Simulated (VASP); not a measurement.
# Hg (C2/c) in VASP: notebook

Runs on Hg. Level: BLYP. Tasks: single point.

Everything below comes from runs of VASP 6.6.1. Logs are shortened: lines on timing, memory, paths and dates and some standing lists are left out, and cuts for length are marked.

## (1) The cell of the first run

The structure is monoclinic, space group C2/c (No. 15). Conventional cell: a = 5.399 Å, b = 14.208 Å, c = 7.597 Å, α = 90.00°, β = 110.68°, γ = 90.00°.

## (2) Single point, BLYP (136.28 Å³/atom)

The input, INCAR:

```
AGGAC = 1.0 ; AGGAX = 1.0
ALDAC = 0.0 ; ALDAX = 1.0
ALGO = Normal ; EDIFF = 1E-6
ENCUT = 520 ; GGA = B5
ISIF = 2 ; ISMEAR = -1
LASPH = True ; LCHARG = True
LELF = True ; LREAL = False
LVHAR = True ; LWAVE = False
NBANDS = 19 ; NELM = 60
PREC = Accurate ; SIGMA = 0.1
```

The input, KPOINTS:

```
k-points
0
Gamma
  8 8 5
```

The input, POSCAR:

```
Hg
1.0
   -5.0208883343      5.0253931868      2.6993413668
    5.0253931868     -5.0208883343      2.6993413668
    5.0232646021      5.0232646021     -2.6910907211
Hg
2
Direct
    0.0001584033      0.9998415967      1.0000000000
    0.7498415967      0.2501584033      0.5000000000
```

Potentials or basis: VASP PAW PBE potentials, release 64 (Hg).

Launch:

```
> cat potpaw_PBE.64/Hg/POTCAR > POTCAR
> mpirun -np 1 vasp_std > vasp.out
```

OUTCAR:

```text
EDIFF = 1E-6
   ENCUT = 520
   GGA = B5
   ISIF = 2
   ISMEAR = -1
   LASPH = True
   LREAL = False
   NELM = 60
   PREC = Accurate

 ion  position               nearest neighbor table
   1  0.000  1.000  0.000-
   2  0.750  0.250  0.500-

  LATTYP: Found a base centered monoclinic cell.
 ALAT       =     5.3986864926
 B/A-ratio  =     2.6316748709
 C/A-ratio  =     1.4071201978
 COS(beta)  =    -0.3531455372

  Lattice vectors:

 A1 = (  -5.0208883343,   5.0253931868,   2.6993413668)
 A2 = (   5.0253931868,  -5.0208883343,   2.6993413668)
 A3 = (   5.0232646021,   5.0232646021,  -2.6910907211)

Analysis of symmetry for initial positions (statically):
=====================================================================
 Subroutine PRICEL returns:
 Original cell was already a primitive cell.

 Routine SETGRP: Setting up the symmetry group for a
 base centered monoclinic supercell.

 Subroutine GETGRP returns: Found  4 space group operations
 (whereof  2 operations were pure point group operations)
 out of a pool of  4 trial point group operations.

The static configuration has the point symmetry C_2 .
 The point group associated with its full space group is C_2h.

Analysis of symmetry for dynamics (positions and initial velocities):
=====================================================================
 Subroutine PRICEL returns:
 Original cell was already a primitive cell.

 Routine SETGRP: Setting up the symmetry group for a
 base centered monoclinic supercell.

 Subroutine GETGRP returns: Found  4 space group operations
 (whereof  2 operations were pure point group operations)
 out of a pool of  4 trial point group operations.

The dynamic configuration has the point symmetry C_2 .
 The point group associated with its full space group is C_2h.

 Subroutine INISYM returns: Found  4 space group operations
 (whereof  2 operations are pure point group operations),
 and found     1 'primitive' translations

----------------------------------------------------------------------------------------

                                     Primitive cell

  volume of cell :     272.5670

  direct lattice vectors                    reciprocal lattice vectors
    -5.020888334  5.025393187  2.699341367    -0.000175516  0.099363801  0.185147604
     5.025393187 -5.020888334  2.699341367     0.099363801 -0.000175516  0.185147604
     5.023264602  5.023264602 -2.691090721     0.099492387  0.099492387 -0.000166040

  length of vectors
     7.599364458  7.599364458  7.596600805     0.210125750  0.210125750  0.140703581

  position of ions in fractional coordinates (direct lattice)
     0.000158403  0.999841597  1.000000000
     0.749841597  0.250158403  0.500000000

  ion indices of the primitive-cell ions
   primitive index   ion index
                 1           1
                 2           2

----------------------------------------------------------------------------------------

 KPOINTS: k-points

Automatic generation of k-mesh.
 Grid dimensions read from file:
 generate k-points for:    8    8    5

 Generating k-lattice:

  Cartesian coordinates                     Fractional coordinates (reciprocal lattice)
    -0.000021940  0.012420475  0.023143450     0.125000000  0.000000000 -0.000000000
     0.012420475 -0.000021940  0.023143450     0.000000000  0.125000000 -0.000000000
     0.019898477  0.019898477 -0.000033208     0.000000000  0.000000000  0.200000000

  Length of vectors
     0.026265719  0.026265719  0.028140716

  Shift w.r.t. Gamma in fractional coordinates (k-lattice)
     0.000000000  0.000000000  0.000000000

 Subroutine IBZKPT returns following result:
 ===========================================

 Found     93 irreducible k-points:

 Following reciprocal coordinates:
            Coordinates               Weight
  0.000000  0.000000  0.000000      1.000000
  0.125000  0.000000  0.000000      4.000000
  0.250000  0.000000  0.000000      4.000000
  0.375000  0.000000  0.000000      4.000000
  0.500000  0.000000  0.000000      2.000000
  0.125000  0.125000 -0.000000      2.000000
[... 16 lines left out ...]
  0.125000  0.000000  0.200000      4.000000
  0.250000 -0.000000  0.200000      4.000000
 [... further k-points ...]
   k-points           NKPTS =     93   k-points in BZ     NKDIM =     93   number of bands    NBANDS=     19
   number of dos      NEDOS =    301   number of ions     NIONS =      2
   total plane-waves  NPLWV = 201600
   dimension x,y,z NGX =    60 NGY =   60 NGZ =   56
   dimension x,y,z NGXF=   120 NGYF=  120 NGZF=  112
   ions per type =               2
   NGX,Y,Z   is equivalent  to a cutoff of  13.13, 13.13, 12.26 a.u.
   NGXF,Y,Z  is equivalent  to a cutoff of  26.25, 26.25, 24.51 a.u.
 SYSTEM =  unknown system
   PREC   = accura    normal or accurate (medium, high low for compatibility)
   ISTART =      0    job   : 0-new  1-cont  2-samecut
   ICHARG =      2    charge: 1-file 2-atom 10-const
   ISPIN  =      1    spin polarized calculation?
   LNONCOLLINEAR =      F non collinear calculations
   LSORBIT =      F    spin-orbit coupling
   LASPH  =      T    aspherical Exc in radial PAW
   ENCUT  =  520.0 eV  38.22 Ry    6.18 a.u.  14.13 14.13 14.12*2*pi/ulx,y,z
   NELM   =     60;   NELMIN=  2; NELMDL= -5     # of ELM steps
   EDIFF  = 0.1E-05   stopping-criterion for ELM
   LREAL  =      F    real-space projection
   EDIFFG = 0.1E-04   stopping-criterion for IOM
   NSW    =      0    number of steps for IOM
   IBRION =     -1    ionic relax: 0-MD 1-quasi-New 2-CG
   NFREE  =      0    steps in history (QN), initial steepest desc. (CG)
   ISIF   =      2    stress and relaxation
   ISYM   =      2    0-nonsym 1-usesym 2-fastsym
   POTIM  = 0.5000    time-step for ionic-motion
   TEBEG  =    0.0;   TEEND  =   0.0 temperature during run
   PSTRESS=    0.0 pullay stress
   NELECT =      24.0000    total number of electrons
   NUPDOWN=      -1.0000    fix difference up-down
   EMIN   =  10.00;   EMAX   =-10.00  energy-range for DOS
   EFERMI =   0.00;   METHOD = LEGACY
   ISMEAR =    -1;   SIGMA  =   0.10  broadening in eV -4-tet -1-fermi 0-gaus
   EFERMI_NEDOS =   21; number of points for ismear=-14 and -15
   IALGO  =     38    algorithm
   IMIX   =      4    mixing-type and parameters
     AMIX     =   0.40;   BMIX     =  1.00
     AMIX_MAG =   1.60;   BMIX_MAG =  1.00
  volume/ion in A,a.u.               =     136.28       919.69
  Fermi-wavevector in a.u.,A,eV,Ry     =   0.728318  1.376321  7.217163  0.530447
  Thomas-Fermi vector in A             =   1.819761
   LORBIT       =      0    0 simple, 1 ext, 2 COOP (PROOUT), +10 PAW based schemes
   GGA     = B5    functional components
   LHFCALC =     F    Hartree Fock is set to
   AEXX    =    0.0000 exact exchange contribution
   IVDW    =     0    specifies the selected vdW correction
   LEPSILON=     F    determine dielectric tensor
   LRPA    =     F    only Hartree local field effects (RPA)
 non-spin polarized calculation
  energy-cutoff  :      520.00
  volume of cell :      272.57
 maximum number of plane-waves:      7366
 NGX is ok and might be reduce to    60
   NGX = 29   NGY = 29   NGZ = 29

 number of electron      24.0000003 magnetization

 Free energy of the ion-electron system (eV)
  ---------------------------------------------------
  ext. energy  EPLUGINS =         0.00000000
  ---------------------------------------------------
  free energy    TOTEN  =        -0.02917963 eV

  energy without entropy =       -0.02917962  energy(sigma->0) =       -0.02917962

 E-fermi :  -3.0329     XC(G=0):  -3.6072

 val. band max:       -5.2978645905   @ k =  -0.1250  -0.2500   0.2000
 cond. band min:      -0.8536642254   @ k =   0.5000   0.5000   0.4000
 fundamental gap:      4.4442003651
 Fermi energy:        -3.0329411926

 k-point     1 :       0.0000    0.0000    0.0000
  band No.  band energies     occupation
      1      -8.5293      2.00000
      2      -8.5224      2.00000
      3      -8.5185      2.00000
      4      -8.5167      2.00000
      5      -8.5053      2.00000
      6      -8.5053      2.00000
[... 11 lines left out ...]
     18       1.5485      0.00000
     19       2.1105      0.00000

 k-point     2 :       0.1250    0.0000    0.0000
  band No.  band energies     occupation
      1      -8.5284      2.00000
      2      -8.5195      2.00000
      3      -8.5178      2.00000
      4      -8.5137      2.00000
      5      -8.5067      2.00000
      6      -8.5063      2.00000
[... 11 lines left out ...]
     18       1.4618      0.00000
     19       2.6375      0.00000

 k-point     3 :       0.2500    0.0000    0.0000
  band No.  band energies     occupation
      1      -8.5261      2.00000
      2      -8.5159      2.00000
      3      -8.5140      2.00000
      4      -8.5111      2.00000
      5      -8.5095      2.00000
      6      -8.5069      2.00000
[... 11 lines left out ...]
     18       1.4413      0.00000
     19       3.0377      0.00000

 k-point     4 :       0.3750    0.0000    0.0000
  band No.  band energies     occupation
      1      -8.5238      2.00000
      2      -8.5146      2.00000
      3      -8.5143      2.00000
      4      -8.5119      2.00000
      5      -8.5111      2.00000
      6      -8.5089      2.00000
[... 11 lines left out ...]
     18       1.3441      0.00000
     19       3.2428      0.00000

 k-point     5 :       0.5000    0.0000    0.0000
  band No.  band energies     occupation
      1      -8.5226      2.00000
      2      -8.5164      2.00000
      3      -8.5148      2.00000
      4      -8.5112      2.00000
      5      -8.5107      2.00000
      6      -8.5098      2.00000
[... 11 lines left out ...]
     18       1.2749      0.00000
     19       3.2970      0.00000
[... 334 lines left out ...]
      2      -8.5219      2.00000
      3      -8.5152      2.00000
      4      -8.5151      2.00000
      5      -8.5088      2.00000
      6      -8.5088      2.00000
[... 11 lines left out ...]
     18       1.5435      0.00000
     19       3.8390      0.00000

 k-point    22 :       0.0000    0.0000    0.2000
  band No.  band energies     occupation
      1      -8.5264      2.00000
      2      -8.5226      2.00000
      3      -8.5183      2.00000
      4      -8.5166      2.00000
      5      -8.5067      2.00000
      6      -8.5041      2.00000
[... 11 lines left out ...]
     18       1.5998      0.00000
     19       2.8572      0.00000

 k-point    23 :       0.1250    0.0000    0.2000
  band No.  band energies     occupation
      1      -8.5244      2.00000
      2      -8.5200      2.00000
      3      -8.5166      2.00000
      4      -8.5148      2.00000
      5      -8.5083      2.00000
      6      -8.5050      2.00000
[... 11 lines left out ...]
     18       1.3842      0.00000
     19       3.1842      0.00000

 k-point    24 :       0.2500   -0.0000    0.2000
  band No.  band energies     occupation
      1      -8.5223      2.00000
      2      -8.5154      2.00000
      3      -8.5146      2.00000
      4      -8.5128      2.00000
      5      -8.5098      2.00000
      6      -8.5066      2.00000
[... 11 lines left out ...]
     18       1.3764      0.00000
     19       3.4730      0.00000

 [... further k-points ...]
[... 5 lines left out ...]
  --------------------------------------------------------------------------------------
  -------------------------------------------------------------------------------------
  Total        0.0356252      0.0356252      0.0421664     -0.0007676     -0.0000692     -0.0000692
  in kB        0.2094089      0.2094089      0.2478586     -0.0045122     -0.0004066     -0.0004068
  external PRESSURE =       0.2222255 kB  Pullay stress =       0.0000000 kB

 VOLUME and BASIS-vectors are now :
 -----------------------------------------------------------------------------
  energy-cutoff  :      520.00
  volume of cell :      272.57
      direct lattice vectors                 reciprocal lattice vectors
    -5.020888334  5.025393187  2.699341367    -0.000175516  0.099363801  0.185147604
     5.025393187 -5.020888334  2.699341367     0.099363801 -0.000175516  0.185147604
     5.023264602  5.023264602 -2.691090721     0.099492387  0.099492387 -0.000166040

 POSITION                                       TOTAL-FORCE (eV/Angst)
 -----------------------------------------------------------------------------------
      5.02380     -5.01930      2.69934        -0.000021      0.000021     -0.000000
      0.00391      5.02386      1.35380         0.000021     -0.000021      0.000000
 -----------------------------------------------------------------------------------
    total drift:                               -0.000000     -0.000000      0.000000

  FREE ENERGIE OF THE ION-ELECTRON SYSTEM (eV)
  ---------------------------------------------------
  free  energy   TOTEN  =        -0.0291796250 eV

  energy  without entropy=       -0.0291796246  energy(sigma->0) =       -0.02917962
```

It took 16 min on 1 thread of Intel Xeon 8259CL, shared host; peak memory 0.72 GiB.

What came out:

| Item | Value |
| --- | --- |
| Free energy | -0.0292 eV |
| Pressure | 0.0 GPa |
| Band gap on the k mesh | 4.44 eV (least direct gap 4.67 eV) |

Levels at points of the mesh, in eV from the valence-band top:
| k point | band 10 | band 11 | band 12 | band 13 | band 14 | band 15 |
| --- | --- | --- | --- | --- | --- | --- |
| (0.00, 0.00, 0.00) | -3.19 | -0.62 | -0.07 | 4.99 | 4.99 | 6.75 |
| (0.50, 0.00, 0.00) | -3.19 | -0.27 | -0.06 | 4.61 | 5.07 | 5.22 |
| (0.50, 0.50, 0.00) | -3.20 | -0.36 | -0.36 | 5.30 | 5.31 | 5.63 |

Caveat: the nearest neighbours stand farther apart than a usual bond; the PAW data sets were made with another functional, which shifts forces and pressure a little; spin-orbit coupling is left out, which moves the levels of the heavy elements. A k mesh can miss the band edges.

## (3) Single point, BLYP (146.77 Å³/atom)

This run uses another cell than the first one, of 146.77 Å³/atom.

The input, INCAR:

```
PREC     = Accurate       # precision mode
ENCUT    = 520            # plane-wave cutoff, eV
EDIFF    = 1E-6           # SCF threshold, eV
ISMEAR   = -1             # smearing method
SIGMA    = 0.1            # smearing width, eV
LREAL    = F              # projectors in reciprocal space
LASPH    = T              # aspherical terms in the spheres
NELM     = 100            # most SCF steps
ALGO     = Normal         # electronic algorithm
ISIF     = 2              # what is computed and relaxed
LWAVE    = F              # write WAVECAR
LCHARG   = F              # write CHGCAR
GGA      = B5             # functional
ALDAX    = 1.0          
AGGAX    = 1.0          
AGGAC    = 1.0          
ALDAC    = 0.0          
NBANDS   = 19             # bands
```

The input, KPOINTS:

```
regular mesh
0
Gamma
  8 8 5
```

The input, POSCAR:

```
Hg
1.0
   -5.1464622375      5.1510797578      2.7668526933
    5.1510797578     -5.1464622375      2.7668526933
    5.1488979366      5.1488979366     -2.7583956965
Hg
2
Direct
    0.0001584033      0.9998415967      1.0000000000
    0.7498415967      0.2501584033      0.5000000000
```

Potentials or basis: VASP PAW PBE potentials, release 64 (Hg).

Launch:

```
> cat potpaw_PBE.64/Hg/POTCAR > POTCAR
> mpirun -np 1 vasp_std > vasp.out
```

Wall time 17 min (1 thread of Intel Xeon 8259CL, shared host); peak memory 0.76 GiB.

It converged, with:

| Quantity | Value |
| --- | --- |
| Free energy | -0.0340 eV |
| Pressure | 0.0 GPa |
| Band gap on the k mesh | 4.54 eV (least direct gap 4.74 eV) |

Levels at points of the mesh, in eV from the valence-band top:
| k point | band 10 | band 11 | band 12 | band 13 | band 14 | band 15 |
| --- | --- | --- | --- | --- | --- | --- |
| (0.00, 0.00, 0.00) | -3.15 | -0.53 | -0.06 | 5.06 | 5.06 | 6.67 |
| (0.50, 0.00, 0.00) | -3.15 | -0.23 | -0.05 | 4.70 | 5.12 | 5.26 |
| (0.50, 0.50, 0.00) | -3.16 | -0.30 | -0.30 | 5.31 | 5.31 | 5.65 |

Caveat: the nearest neighbours stand farther apart than a usual bond; the PAW data sets were made with another functional, which shifts forces and pressure a little; spin-orbit coupling is left out, which moves the levels of the heavy elements.
